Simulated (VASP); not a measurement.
# O in VASP: further runs

The runs below take O through single point, with PBE+D3(BJ).

Everything below comes from runs of VASP 6.6.1. Logs are shortened: lines on timing, memory, paths and dates and some standing lists are left out, and cuts for length are marked.

## Step 1: The cell of the first run

The cell holds a disordered packing, 12 atoms: a = 6.088 Å, b = 6.088 Å, c = 6.088 Å, α = 90.00°, β = 90.00°, γ = 90.00°.

## Step 2: Single point, PBE+D3(BJ), collinear spin, ferromagnetic start

File INCAR:

```
PREC = Accurate ; ENCUT = 520
EDIFF = 1E-6 ; ISMEAR = -1
SIGMA = 0.02 ; LREAL = F
LASPH = T ; NELM = 150
ALGO = Normal ; ISIF = 2
LWAVE = F ; LCHARG = T
ISPIN = 2 ; MAGMOM = 1 1 1 1 1 1 1 1 1 1 1 1
LORBIT = 11 ; GGA = PE
IVDW = 12 ; LELF = T
LVHAR = T ; NBANDS = 52
```

File KPOINTS:

```
Automatic mesh
0
Gamma
  1 1 1
```

File POSCAR:

```
O
1.0
    6.0876040000      0.0000000000      0.0000000000
    0.0000000000      6.0876040000      0.0000000000
    0.0000000000      0.0000000000      6.0876040000
O
12
Direct
    0.3147905908      0.2297324111      0.4251954106
    0.3165144069      0.1798635842      0.2306511821
    0.7609610522      0.4047590728      0.2129046275
    0.6463016637      0.5383546006      0.1169434971
    0.7864688868      0.2673994543      0.7089388881
    0.9345395194      0.1592016877      0.7891227050
    0.5898209002      0.8089520080      0.7074630442
    0.4945411261      0.7051244427      0.5653375973
    0.1925098135      0.7547280314      0.9807021737
    0.1224871366      0.5920312833      0.8872650031
    1.0051388238      0.8022106165      0.4228778131
    0.8897425800      0.9348629074      0.3275985583
```

Potentials or basis: VASP PAW PBE potentials, release 64 (O).

Run with:

```bash
$ cat potpaw_PBE.64/O/POTCAR > POTCAR
$ mpirun -np 1 vasp_gam > vasp.out
```

OUTCAR:

```text
PREC = Accurate
   ENCUT = 520
   EDIFF = 1E-6
   ISMEAR = -1
   LREAL = F
   LASPH = T
   NELM = 150
   ISIF = 2
   ISPIN = 2
   LORBIT = 11
   GGA = PE
   IVDW = 12
 IVDW          = 12

 ion  position               nearest neighbor table
   1  0.315  0.230  0.425-   2 1.22
   2  0.317  0.180  0.231-   1 1.22
   3  0.761  0.405  0.213-   4 1.22
   4  0.646  0.538  0.117-   3 1.22
   5  0.786  0.267  0.709-   6 1.22
   6  0.935  0.159  0.789-   5 1.22
   7  0.590  0.809  0.707-   8 1.22
   8  0.495  0.705  0.565-   7 1.22
   9  0.193  0.755  0.981-  10 1.22
  10  0.122  0.592  0.887-   9 1.22
  11  0.005  0.802  0.423-  12 1.22
  12  0.890  0.935  0.328-  11 1.22

  LATTYP: Found a simple cubic cell.
 ALAT       =     6.0876040000

  Lattice vectors:

 A1 = (   6.0876040000,   0.0000000000,   0.0000000000)
 A2 = (   0.0000000000,   6.0876040000,   0.0000000000)
 A3 = (   0.0000000000,   0.0000000000,   6.0876040000)

Analysis of symmetry for initial positions (statically):
=====================================================================
 Subroutine PRICEL returns:
 Original cell was already a primitive cell.

 Routine SETGRP: Setting up the symmetry group for a
 simple cubic supercell.

 Subroutine GETGRP returns: Found  1 space group operations
 (whereof  1 operations were pure point group operations)
 out of a pool of 48 trial point group operations.

The static configuration has the point symmetry C_1 .

Analysis of symmetry for dynamics (positions and initial velocities):
=====================================================================
 Subroutine PRICEL returns:
 Original cell was already a primitive cell.

 Routine SETGRP: Setting up the symmetry group for a
 simple cubic supercell.

 Subroutine GETGRP returns: Found  1 space group operations
 (whereof  1 operations were pure point group operations)
 out of a pool of 48 trial point group operations.

The dynamic configuration has the point symmetry C_1 .

Analysis of structural, dynamic, and magnetic symmetry:
=====================================================================
 Subroutine PRICEL returns:
 Original cell was already a primitive cell.

 Routine SETGRP: Setting up the symmetry group for a
 simple cubic supercell.

 Subroutine GETGRP returns: Found  1 space group operations
 (whereof  1 operations were pure point group operations)
 out of a pool of 48 trial point group operations.

[... 150 lines left out ...]

 spin component 1

 k-point     1 :       0.0000    0.0000    0.0000
  band No.  band energies     occupation
      1     -29.1213      1.00000
      2     -29.0174      1.00000
      3     -28.9932      1.00000
      4     -28.9694      1.00000
      5     -28.9564      1.00000
      6     -28.9168      1.00000
[... 40 lines left out ...]
     47       6.1970      0.00000
     48       6.8838      0.00000
 Fermi energy:        -2.2873083218

 spin component 2

 k-point     1 :       0.0000    0.0000    0.0000
  band No.  band energies     occupation
      1     -27.9219      1.00000
      2     -27.8131      1.00000
      3     -27.7888      1.00000
      4     -27.7625      1.00000
      5     -27.7512      1.00000
      6     -27.7078      1.00000
[... 40 lines left out ...]
     47       6.9489      0.00000
     48       7.5405      0.00000
 [bands above 48 left out]

------------------------ aborting loop because EDIFF is reached ----------------------------------------

 Edisp (eV)   -0.50000

 E8    (eV) :    -0.1190

  FORCE on cell =-STRESS in cart. coord.  units (eV):
  Direction    XX          YY          ZZ          XY          YZ          ZX
  --------------------------------------------------------------------------------------
  -------------------------------------------------------------------------------------
  Total       2.65771     3.26236     3.18795    -0.22292     0.40097     1.15196
  in kB      18.87464    23.16881    22.64034    -1.58314     2.84761     8.18104
  external pressure =       21.56 kB  Pullay stress =        0.00 kB

 VOLUME and BASIS-vectors are now :
 -----------------------------------------------------------------------------
  energy-cutoff  :      520.00
  volume of cell :      225.60
      direct lattice vectors                 reciprocal lattice vectors
     6.087604000  0.000000000  0.000000000     0.164268241  0.000000000  0.000000000
     0.000000000  6.087604000  0.000000000     0.000000000  0.164268241  0.000000000
     0.000000000  0.000000000  6.087604000     0.000000000  0.000000000  0.164268241

 POSITION                                       TOTAL-FORCE (eV/Angst)
 -----------------------------------------------------------------------------------
      1.91632      1.39852      2.58842        -0.015923      0.211016      0.775227
      1.92681      1.09494      1.40411         0.012181     -0.204169     -0.770527
      4.63243      2.46401      1.29608         0.500094     -0.570834      0.410936
      3.93443      3.27729      0.71191        -0.500592      0.574324     -0.413535
      4.78771      1.62782      4.31574        -0.784684      0.575570     -0.431540
      5.68911      0.96916      4.80387         0.781650     -0.577901      0.431285
      3.59060      4.92458      4.30675         0.505779      0.540927      0.745189
      3.01057      4.29252      3.44155        -0.509446     -0.544314     -0.754822
      1.17192      4.59449      5.97013         0.344053      0.807668      0.457991
      0.74565      3.60405      5.40132        -0.344492     -0.810981     -0.452230
      0.03128      4.88354      2.57431         0.663303     -0.748004      0.543095
      5.41640      5.69108      1.99429        -0.651921      0.746697     -0.541068
 -----------------------------------------------------------------------------------
    total drift:                               -0.000001      0.001430     -0.000369

  FREE ENERGIE OF THE ION-ELECTRON SYSTEM (eV)
  ---------------------------------------------------
  free  energy   TOTEN  =       -59.6288406273 eV

  energy  without entropy=      -59.6288406273  energy(sigma->0) =      -59.62884063

 total charge

# of ion       s       p       d       tot
------------------------------------------
    1        1.612   3.293   0.000   4.905
    2        1.612   3.293   0.000   4.905
    3        1.612   3.297   0.000   4.909
    4        1.613   3.296   0.000   4.909
    5        1.612   3.300   0.000   4.912
    6        1.613   3.299   0.000   4.912
    7        1.613   3.300   0.000   4.913
    8        1.612   3.301   0.000   4.913
    9        1.613   3.299   0.000   4.912
   10        1.612   3.300   0.000   4.912
   11        1.613   3.302   0.000   4.914
   12        1.613   3.302   0.000   4.915
--------------------------------------------------
tot         19.350  39.581   0.000  58.931

 magnetization (x)

# of ion       s       p       d       tot
------------------------------------------
    1        0.010   0.799   0.000   0.809
    2        0.010   0.802   0.000   0.812
    3        0.011   0.798   0.000   0.809
    4        0.011   0.799   0.000   0.810
    5        0.011   0.799   0.000   0.810
    6        0.011   0.799   0.000   0.809
    7        0.010   0.801   0.000   0.812
    8        0.010   0.797   0.000   0.807
    9        0.010   0.801   0.000   0.812
   10        0.010   0.798   0.000   0.808
   11        0.011   0.798   0.000   0.809
   12        0.011   0.797   0.000   0.807
--------------------------------------------------
tot          0.127   9.587   0.000   9.715
```

OSZICAR:

```text
N       E                     dE             d eps       ncg     rms          rms(c)
DAV:   1     0.687198197282E+03    0.68720E+03   -0.42970E+04   208   0.132E+03
DAV:   2    -0.251494638760E+01   -0.68971E+03   -0.65940E+03   264   0.333E+02
DAV:   3    -0.579206317672E+02   -0.55406E+02   -0.53788E+02   240   0.102E+02
DAV:   4    -0.587671727968E+02   -0.84654E+00   -0.84465E+00   288   0.133E+01
DAV:   5    -0.587769242558E+02   -0.97515E-02   -0.97440E-02   248   0.140E+00    0.159E+01
DAV:   6    -0.588865044007E+02   -0.10958E+00   -0.64774E+00   240   0.132E+01    0.741E+00
DAV:   7    -0.591150336383E+02   -0.22853E+00   -0.12720E+00   240   0.632E+00    0.362E+00
DAV:   8    -0.591134304067E+02    0.16032E-02   -0.34798E-01   240   0.309E+00    0.107E+00
DAV:   9    -0.591264372896E+02   -0.13007E-01   -0.35555E-02   220   0.103E+00    0.512E-01
DAV:  10    -0.591286128267E+02   -0.21755E-02   -0.39717E-03   224   0.367E-01    0.125E-01
DAV:  11    -0.591288169076E+02   -0.20408E-03   -0.35738E-04   232   0.113E-01    0.443E-02
DAV:  12    -0.591288397536E+02   -0.22846E-04   -0.61388E-05   220   0.461E-02    0.168E-02
DAV:  13    -0.591288435790E+02   -0.38254E-05   -0.10408E-05   240   0.202E-02    0.851E-03
DAV:  14    -0.591288441632E+02   -0.58420E-06   -0.17491E-06   184   0.103E-02
   1 F= -.59628841E+02 E0= -.59628841E+02  d E =-.308032E-11  mag=    12.0000
```

Run time: 69 s. Hardware: 1 thread of Intel Xeon 8259CL, shared host; peak memory 0.38 GiB.

What came out:

| Item | Value |
| --- | --- |
| Free energy | -59.6288 eV |
| Pressure | 2.2 GPa |
| Largest force | 1.138 eV/Å |
| Net moment | 12.00 μB per cell |
| Site moments | O +0.81 μB |
| Valence electrons inside the program's atomic spheres | O 4.91, 4.92 (each value once) |
| Dispersion energy per atom | -0.042 eV |

Forces in eV/Å, atoms in the order of the input:
```
O   -0.016  0.211  0.775
O    0.012 -0.204 -0.771
O    0.500 -0.571  0.411
O   -0.501  0.574 -0.414
O   -0.785  0.576 -0.432
O    0.782 -0.578  0.431
O    0.506  0.541  0.745
O   -0.509 -0.544 -0.755
O    0.344  0.808  0.458
O   -0.344 -0.811 -0.452
O    0.663 -0.748  0.543
O   -0.652  0.747 -0.541
```

Stress tensor (GPa, compression positive):
```
 1.89 -0.16  0.82
-0.16  2.32  0.28
 0.82  0.28  2.26
```

Caveat: the k points lie up to 1.03 Å⁻¹ apart; the standard files for N, O and F lose accuracy on very short bonds.

## Step 3: Single point, PBE+D3(BJ), collinear spin, ferromagnetic start

File INCAR:

```
PREC = Accurate ; ENCUT = 520
EDIFF = 1E-6 ; ISMEAR = -1
SIGMA = 0.02 ; LREAL = F
LASPH = T ; NELM = 150
ALGO = Normal ; ISIF = 2
LWAVE = F ; LCHARG = F
ISPIN = 2 ; MAGMOM = 0.56 0.56 0.56 0.56 0.56 0.56 0.56 0.56 0.56 0.56 0.56 0.56
LORBIT = 11 ; GGA = PE
IVDW = 12 ; NBANDS = 52
```

KPOINTS is that of step 2.

File POSCAR:

```
O
1.0
    6.0876040000      0.0000000000      0.0000000000
    0.0000000000      6.0876040000      0.0000000000
    0.0000000000      0.0000000000      6.0876040000
O
12
Direct
    0.3393617587      0.2823113987      0.4358857771
    0.2993460153      0.2327352436      0.2465173490
    0.8127171215      0.4257997071      0.1617220831
    0.6422066876      0.5263318705      0.1108482089
    0.8654308000      0.1806950649      0.6791670417
    0.9554169424      0.0929922511      0.8381458452
    0.6107821731      0.8253493493      0.6645635951
    0.4987676597      0.6812696752      0.5815095726
    0.1832412227      0.7108872391      0.9257336712
    0.1328108727      0.5313420518      0.8422032708
    0.9900118339      0.8558046811      0.3994510812
    0.8892004145      0.9278198779      0.2487513971
```

Potentials or basis: VASP PAW PBE potentials, release 64 (O).

Run with:

```bash
$ cat potpaw_PBE.64/O/POTCAR > POTCAR
$ mpirun -np 1 vasp_gam > vasp.out
```

OUTCAR:

```text
PREC = Accurate
   ENCUT = 520
   EDIFF = 1E-6
   ISMEAR = -1
   LREAL = F
   LASPH = T
   NELM = 150
   ISIF = 2
   ISPIN = 2
   LORBIT = 11
   GGA = PE
   IVDW = 12
 IVDW          = 12

 ion  position               nearest neighbor table
   1  0.339  0.282  0.436-   2 1.22
   2  0.299  0.233  0.247-   1 1.22
   3  0.813  0.426  0.162-   4 1.24
   4  0.642  0.526  0.111-   3 1.24
   5  0.865  0.181  0.679-   6 1.23
   6  0.955  0.093  0.838-   5 1.23
   7  0.611  0.825  0.665-   8 1.22
   8  0.499  0.681  0.582-   7 1.22
   9  0.183  0.711  0.926-  10 1.24
  10  0.133  0.531  0.842-   9 1.24
  11  0.990  0.856  0.399-  12 1.19
  12  0.889  0.928  0.249-  11 1.19

  LATTYP: Found a simple cubic cell.
 ALAT       =     6.0876040000

  Lattice vectors:

 A1 = (   6.0876040000,   0.0000000000,   0.0000000000)
 A2 = (   0.0000000000,   6.0876040000,   0.0000000000)
 A3 = (   0.0000000000,   0.0000000000,   6.0876040000)

Analysis of symmetry for initial positions (statically):
[... 323 lines left out ...]
 POSITION                                       TOTAL-FORCE (eV/Angst)
 -----------------------------------------------------------------------------------
      2.06590      1.71860      2.65350         0.244014      0.217540      1.211984
      1.82230      1.41680      1.50070        -0.297346     -0.390271     -1.205449
      4.94750      2.59210      0.98450        -0.781239      0.386889     -0.085310
      3.90950      3.20410      0.67480         0.695857     -0.364716      0.125895
      5.26840      1.10000      4.13450         0.035950      0.220944      0.152214
      5.81620      0.56610      5.10230        -0.016369      0.131987     -0.208291
      3.71820      5.02440      4.04560         0.295982      0.515887      0.416507
      3.03630      4.14730      3.54000        -0.411274     -0.584397     -0.429944
      1.11550      4.32760      5.63550        -0.133244     -0.817514     -0.259428
      0.80850      3.23460      5.12700         0.241204      0.807765      0.293523
      6.02680      5.20980      2.43170         2.151291     -1.540645      2.795792
      5.41310      5.64820      1.51430        -2.024827      1.416532     -2.807493
 -----------------------------------------------------------------------------------
    total drift:                                0.002097     -0.004808      0.002564

  FREE ENERGIE OF THE ION-ELECTRON SYSTEM (eV)
  ---------------------------------------------------
  free  energy   TOTEN  =       -59.3532979753 eV

  energy  without entropy=      -59.3532979753  energy(sigma->0) =      -59.35329798

 total charge

# of ion       s       p       d       tot
------------------------------------------
    1        1.613   3.302   0.000   4.915
    2        1.613   3.304   0.000   4.916
    3        1.612   3.263   0.000   4.876
    4        1.612   3.264   0.000   4.876
    5        1.612   3.282   0.000   4.894
    6        1.615   3.277   0.000   4.892
    7        1.614   3.299   0.000   4.913
    8        1.613   3.296   0.000   4.910
    9        1.613   3.264   0.000   4.877
   10        1.613   3.263   0.000   4.876
   11        1.614   3.351   0.000   4.965
   12        1.615   3.348   0.000   4.963
--------------------------------------------------
tot         19.359  39.512   0.000  58.871

 magnetization (x)

# of ion       s       p       d       tot
------------------------------------------
    1        0.011   0.800   0.000   0.810
    2        0.010   0.799   0.000   0.809
    3        0.011   0.804   0.000   0.815
    4        0.011   0.803   0.000   0.814
    5        0.010   0.801   0.000   0.811
    6        0.012   0.803   0.000   0.815
    7        0.010   0.799   0.000   0.809
    8        0.011   0.800   0.000   0.810
    9        0.011   0.803   0.000   0.814
   10        0.010   0.807   0.000   0.817
   11        0.010   0.793   0.000   0.803
   12        0.011   0.795   0.000   0.806
--------------------------------------------------
tot          0.128   9.605   0.000   9.733
```

stdout:

```text
POSCAR found type information on POSCAR O
 POSCAR found :  1 types and      12 ions
 scaLAPACK will be used
 LDA part: xc-table for (Slater+PW92), standard interpolation
 POSCAR, INCAR and KPOINTS ok, starting setup
 FFT: planning ... GRIDC
 FFT: planning ... GRID_SOFT
 FFT: planning ... GRID
 WAVECAR not read
 entering main loop
```

Wall time 57 s (1 thread of Intel Xeon 8259CL, shared host); peak memory 0.38 GiB.

Results:

```
Free energy                                           : -59.3533 eV
Pressure                                              : 2.2 GPa
Largest force                                         : 3.849 eV/Å
Net moment                                            : 12.00 μB per cell
Site moments                                          : O +0.81, +0.82, +0.80 (each value once) μB
Valence electrons inside the program's atomic spheres : O 4.92, 4.88, 4.89, 4.91, 4.96 (each value once)
Dispersion energy per atom                            : -0.042 eV
```

Forces on the atoms (eV/Å):
```
O    0.244  0.218  1.212
O   -0.297 -0.390 -1.205
O   -0.781  0.387 -0.085
O    0.696 -0.365  0.126
O    0.036  0.221  0.152
O   -0.016  0.132 -0.208
O    0.296  0.516  0.417
O   -0.411 -0.584 -0.430
O   -0.133 -0.818 -0.259
O    0.241  0.808  0.294
O    2.151 -1.541  2.796
O   -2.025  1.417 -2.807
```

Stress tensor (GPa, compression positive):
```
 1.56  0.54  0.94
 0.54  1.49 -0.30
 0.94 -0.30  3.65
```

Levels at points of the mesh, in eV from the Fermi level:
Spin up:
```tsv
k point	band 40	band 41	band 42	band 43	band 44	band 45
(0.00, 0.00, 0.00)	-0.70	-0.60	-0.53	6.04	7.22	7.90
```
Spin down:
| k point | band 28 | band 29 | band 30 | band 31 | band 32 | band 33 |
| --- | --- | --- | --- | --- | --- | --- |
| (0.00, 0.00, 0.00) | -5.14 | -4.99 | -4.84 | 0.94 | 0.98 | 1.14 |

Caveat: the k points lie up to 1.03 Å⁻¹ apart; the standard files for N, O and F lose accuracy on very short bonds.

(Continued in part 2 of 2.)
